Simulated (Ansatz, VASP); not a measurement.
## Two plane-wave programs on Pd

```
CELL_PARAMETERS angstrom
-1.52511 1.61945 1.57228
1.52511 -1.61945 1.57228
1.52511 1.61945 -1.57228
ATOMIC_POSITIONS crystal
Pd 0.00000 0.00000 0.00000
```

Change from the starting cell: strain -0.0300 x Voigt [1, -1, 0, 0, 0, 0], atoms carried along.

Alike in both runs: task single point; functional LDA; k mesh 22 × 22 × 22; occupations gaussian, width 0.15 eV; no spin polarisation.

|  | VASP | Ansatz |
| --- | --- | --- |
| version | VASP 6.6.1 | Ansatz 0.2.0 |
| potentials or method | VASP PAW LDA potentials, release 64 (Pd), cutoff 520 eV | scalar-relativistic, plane waves, PAW |
| valence electrons in the cell | 10 | 18 |

VASP gave:

| Quantity | Value |
| --- | --- |
| gap on the k mesh at the Fermi level (eV) | none |
| pressure (GPa) | -14.8 |
| traceless stress, the component that is largest in VASP (GPa) | 0.89 |

Which values does Ansatz return?

gap on the k mesh at the Fermi level (eV): none; pressure (GPa): -15.1; traceless stress, the component that is largest in VASP (GPa): 0.91.

LDA's correlation is that of Perdew and Zunger in VASP and of Perdew and Wang (1992) in Ansatz. A gap of «none» marks a metal or a gap that the smearing closes. VASP's potentials hold 10 valence electrons a cell and Ansatz's 18, so a difference there can come from the potentials and not from the codes.
